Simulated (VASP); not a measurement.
# AlN (Fm-3m) in VASP: notebook, part 2 of 2

VASP 6.6.1. Earlier steps stand in the parts before.

### 4 Electric field gradients, LDA (volume scaled by 1.01)

Input file INCAR:

```
SYSTEM = AlN
PREC = Accurate ; ENCUT = 520
EDIFF = 1E-8 ; ISMEAR = -1
SIGMA = 0.01 ; LREAL = .False.
LASPH = .True. ; NELM = 100
ALGO = Normal ; ISIF = 2
LWAVE = .False. ; LCHARG = .False.
GGA = CA ; LEFG = .True.
NBANDS = 11
```

Input file KPOINTS:

```
regular mesh
0
Gamma
  12 12 12
  0 0 0
```

Input file POSCAR:

```
AlN
1.0
    0.0000000000      1.9845714768      1.9845714768
    1.9845714768      0.0000000000      1.9845714768
    1.9845714768      1.9845714768      0.0000000000
Al N
1 1
Direct
    0.0000000000      0.0000000000      0.0000000000
    0.5000000000      0.5000000000      0.5000000000
```

Potentials or basis: VASP PAW LDA potentials, release 64 (Al, N).

Started as:

```console
$ cat potpaw_LDA.64/Al/POTCAR potpaw_LDA.64/N/POTCAR > POTCAR
$ mpirun -np 1 vasp_std > vasp.out
```

OUTCAR:

```text
SYSTEM = AlN
   PREC = Accurate
   ENCUT = 520
   EDIFF = 1E-8
   ISMEAR = -1
   LREAL = .False.
   LASPH = .True.
   NELM = 100
   ISIF = 2
   GGA = CA

 ion  position               nearest neighbor table
   1  0.000  0.000  0.000-   2 1.98   2 1.98   2 1.98   2 1.98   2 1.98   2 1.98
   2  0.500  0.500  0.500-   1 1.98   1 1.98   1 1.98   1 1.98   1 1.98   1 1.98

  LATTYP: Found a face centered cubic cell.
 ALAT       =     3.9691429536

  Lattice vectors:

 A1 = (   0.0000000000,   1.9845714768,   1.9845714768)
 A2 = (   1.9845714768,   0.0000000000,   1.9845714768)
 A3 = (   1.9845714768,   1.9845714768,   0.0000000000)

Analysis of symmetry for initial positions (statically):
=====================================================================
 Subroutine PRICEL returns:
 Original cell was already a primitive cell.

 Routine SETGRP: Setting up the symmetry group for a
 face centered cubic supercell.

[... 525 lines left out ...]
      direct lattice vectors                 reciprocal lattice vectors
     0.000000000  1.984571477  1.984571477    -0.251943559  0.251943559  0.251943559
     1.984571477  0.000000000  1.984571477     0.251943559 -0.251943559  0.251943559
     1.984571477  1.984571477  0.000000000     0.251943559  0.251943559 -0.251943559

 POSITION                                       TOTAL-FORCE (eV/Angst)
 -----------------------------------------------------------------------------------
      0.00000      0.00000      0.00000        -0.000000     -0.000000     -0.000000
      1.98457      1.98457      1.98457         0.000000      0.000000      0.000000
 -----------------------------------------------------------------------------------
    total drift:                               -0.000000     -0.000000      0.000000

  FREE ENERGIE OF THE ION-ELECTRON SYSTEM (eV)
  ---------------------------------------------------
  free  energy   TOTEN  =       -16.2140078273 eV

  energy  without entropy=      -16.2140078273  energy(sigma->0) =      -16.21400783

 Electric field gradients (V/A^2)
---------------------------------------------------------------------
 ion       V_xx      V_yy      V_zz      V_xy      V_xz      V_yz
---------------------------------------------------------------------
   1      -0.000    -0.000     0.000     0.000     0.000     0.000
   2       0.000     0.000    -0.000     0.000     0.000     0.000
---------------------------------------------------------------------

 Electric field gradients after diagonalization (V/A^2)
 (convention: |V_zz| > |V_xx| > |V_yy|)
----------------------------------------------------------------------
 ion       V_xx      V_yy      V_zz     asymmetry (V_yy - V_xx)/ V_zz
----------------------------------------------------------------------
   1      -0.000    -0.000     0.000       0.000
   2      -0.000    -0.000     0.001       0.000
----------------------------------------------------------------------

           NMR quadrupolar parameters

 Cq : quadrupolar parameter    Cq=e*Q*V_zz/h
 eta: asymmetry parameters     (V_yy - V_xx)/ V_zz
 Q  : nuclear electric quadrupole moment in mb (millibarn)
----------------------------------------------------------------------
 ion       Cq(MHz)       eta       Q (mb)
----------------------------------------------------------------------
   1       0.000       0.000       1.000
   2       0.000       0.000       1.000
----------------------------------------------------------------------
```

OSZICAR:

```text
N       E                     dE             d eps       ncg     rms          rms(c)
DAV:   1     0.679119734514E+01    0.67912E+01   -0.41046E+03  1696   0.625E+02
DAV:   2    -0.176476361395E+02   -0.24439E+02   -0.23733E+02  1935   0.130E+02
DAV:   3    -0.181534202463E+02   -0.50578E+00   -0.50510E+00  1903   0.157E+01
DAV:   4    -0.181548234978E+02   -0.14033E-02   -0.14032E-02  1743   0.103E+00
DAV:   5    -0.181548310971E+02   -0.75993E-05   -0.75992E-05  1851   0.710E-02    0.793E+00
DAV:   6    -0.162758327976E+02    0.18790E+01   -0.80299E+00  1665   0.150E+01    0.287E+00
DAV:   7    -0.162330958317E+02    0.42737E-01   -0.14197E-01  1821   0.259E+00    0.177E+00
DAV:   8    -0.162141032132E+02    0.18993E-01   -0.12696E-02  1629   0.104E+00    0.259E-01
DAV:   9    -0.162140070367E+02    0.96177E-04   -0.50700E-04  1845   0.130E-01    0.152E-01
DAV:  10    -0.162140081390E+02   -0.11022E-05   -0.18059E-05  1701   0.309E-02    0.236E-02
DAV:  11    -0.162140078356E+02    0.30339E-06   -0.46632E-07  1829   0.506E-03    0.471E-03
DAV:  12    -0.162140078273E+02    0.82762E-08   -0.34026E-08  1725   0.131E-03
   1 F= -.16214008E+02 E0= -.16214008E+02  d E =-.364771E-11
```

Wall time 5.9 s (1 thread of Intel Xeon Platinum 8488C (Sapphire Rapids), shared host); peak memory 0.13 GiB.

What came out:

| Property | Result |
| --- | --- |
| Free energy | -16.2140 eV |
| Pressure | 10.0 GPa |
| Band gap on the k mesh | 5.01 eV, indirect (least direct gap 6.60 eV) |

Caveat: without QUAD_EFG the Cq values of the log hold for a quadrupole moment of 1 mb, not for the nuclei. A k mesh can miss the band edges.

### 5 Electric field gradients, LDA (volume scaled by 1.01)

Input file INCAR:

```
SYSTEM = AlN
PREC     = Accurate       ! precision mode
ENCUT    = 520            ! plane-wave cutoff, eV
EDIFF    = 1E-8           ! SCF threshold, eV
ISMEAR   = -1             ! smearing method
SIGMA    = 0.01           ! smearing width, eV
LREAL    = .FALSE.        ! projectors in reciprocal space
LASPH    = .TRUE.         ! aspherical terms in the spheres
NELM     = 80             ! most SCF steps
ALGO     = Normal         ! electronic algorithm
ISIF     = 2              ! what is computed and relaxed
LWAVE    = .FALSE.        ! write WAVECAR
LCHARG   = .FALSE.        ! write CHGCAR
LEFG     = .TRUE.       
NBANDS   = 11             ! bands
```

Input file KPOINTS:

```
regular mesh
0
G
  12 12 12
  0 0 0
```

POSCAR is that of step 4.

Potentials or basis: VASP PAW LDA potentials, release 64 (Al, N).

Started as:

```console
$ cat potpaw_LDA.64/Al/POTCAR potpaw_LDA.64/N/POTCAR > POTCAR
$ mpirun -np 1 vasp_std > vasp.out
```

OUTCAR:

```text
SYSTEM = AlN
   PREC = Accurate
   ENCUT = 520
   EDIFF = 1E-8
   ISMEAR = -1
   LREAL = .FALSE.
   LASPH = .TRUE.
   NELM = 80
   ISIF = 2

 ion  position               nearest neighbor table
   1  0.000  0.000  0.000-   2 1.98   2 1.98   2 1.98   2 1.98   2 1.98   2 1.98
   2  0.500  0.500  0.500-   1 1.98   1 1.98   1 1.98   1 1.98   1 1.98   1 1.98

  LATTYP: Found a face centered cubic cell.
 ALAT       =     3.9691429536

  Lattice vectors:

 A1 = (   0.0000000000,   1.9845714768,   1.9845714768)
 A2 = (   1.9845714768,   0.0000000000,   1.9845714768)
 A3 = (   1.9845714768,   1.9845714768,   0.0000000000)

Analysis of symmetry for initial positions (statically):
=====================================================================
 Subroutine PRICEL returns:
 Original cell was already a primitive cell.

 Routine SETGRP: Setting up the symmetry group for a
 face centered cubic supercell.

 Subroutine GETGRP returns: Found 48 space group operations
[... 525 lines left out ...]
     0.000000000  1.984571477  1.984571477    -0.251943559  0.251943559  0.251943559
     1.984571477  0.000000000  1.984571477     0.251943559 -0.251943559  0.251943559
     1.984571477  1.984571477  0.000000000     0.251943559  0.251943559 -0.251943559

 POSITION                                       TOTAL-FORCE (eV/Angst)
 -----------------------------------------------------------------------------------
      0.00000      0.00000      0.00000        -0.000000     -0.000000     -0.000000
      1.98457      1.98457      1.98457         0.000000      0.000000      0.000000
 -----------------------------------------------------------------------------------
    total drift:                               -0.000000     -0.000000      0.000000

  FREE ENERGIE OF THE ION-ELECTRON SYSTEM (eV)
  ---------------------------------------------------
  free  energy   TOTEN  =       -16.2140078273 eV

  energy  without entropy=      -16.2140078273  energy(sigma->0) =      -16.21400783

 Electric field gradients (V/A^2)
---------------------------------------------------------------------
 ion       V_xx      V_yy      V_zz      V_xy      V_xz      V_yz
---------------------------------------------------------------------
   1      -0.000    -0.000     0.000     0.000     0.000     0.000
   2       0.000     0.000    -0.000     0.000     0.000     0.000
---------------------------------------------------------------------

 Electric field gradients after diagonalization (V/A^2)
 (convention: |V_zz| > |V_xx| > |V_yy|)
----------------------------------------------------------------------
 ion       V_xx      V_yy      V_zz     asymmetry (V_yy - V_xx)/ V_zz
----------------------------------------------------------------------
   1      -0.000    -0.000     0.000       0.000
   2      -0.000    -0.000     0.001       0.000
----------------------------------------------------------------------

           NMR quadrupolar parameters

 Cq : quadrupolar parameter    Cq=e*Q*V_zz/h
 eta: asymmetry parameters     (V_yy - V_xx)/ V_zz
 Q  : nuclear electric quadrupole moment in mb (millibarn)
----------------------------------------------------------------------
 ion       Cq(MHz)       eta       Q (mb)
----------------------------------------------------------------------
   1       0.000       0.000       1.000
   2       0.000       0.000       1.000
----------------------------------------------------------------------
```

OSZICAR:

```text
N       E                     dE             d eps       ncg     rms          rms(c)
DAV:   1     0.679119734514E+01    0.67912E+01   -0.41046E+03  1696   0.625E+02
DAV:   2    -0.176476361395E+02   -0.24439E+02   -0.23733E+02  1935   0.130E+02
DAV:   3    -0.181534202463E+02   -0.50578E+00   -0.50510E+00  1903   0.157E+01
DAV:   4    -0.181548234978E+02   -0.14033E-02   -0.14032E-02  1743   0.103E+00
DAV:   5    -0.181548310971E+02   -0.75993E-05   -0.75992E-05  1851   0.710E-02    0.793E+00
DAV:   6    -0.162758327976E+02    0.18790E+01   -0.80299E+00  1665   0.150E+01    0.287E+00
DAV:   7    -0.162330958317E+02    0.42737E-01   -0.14197E-01  1821   0.259E+00    0.177E+00
DAV:   8    -0.162141032132E+02    0.18993E-01   -0.12696E-02  1629   0.104E+00    0.259E-01
DAV:   9    -0.162140070367E+02    0.96177E-04   -0.50700E-04  1845   0.130E-01    0.152E-01
DAV:  10    -0.162140081390E+02   -0.11022E-05   -0.18059E-05  1701   0.309E-02    0.236E-02
DAV:  11    -0.162140078356E+02    0.30339E-06   -0.46632E-07  1829   0.506E-03    0.471E-03
DAV:  12    -0.162140078273E+02    0.82762E-08   -0.34026E-08  1725   0.131E-03
   1 F= -.16214008E+02 E0= -.16214008E+02  d E =-.364771E-11
```

It took 5.8 s on 1 thread of Intel Xeon Platinum 8488C (Sapphire Rapids), shared host; peak memory 0.13 GiB.

What came out:

* Free energy: -16.2140 eV
* Pressure: 10.0 GPa
* Band gap on the k mesh: 5.01 eV, indirect (least direct gap 6.60 eV)

Caveat: without QUAD_EFG the Cq values of the log hold for a quadrupole moment of 1 mb, not for the nuclei. A k mesh can miss the band edges.
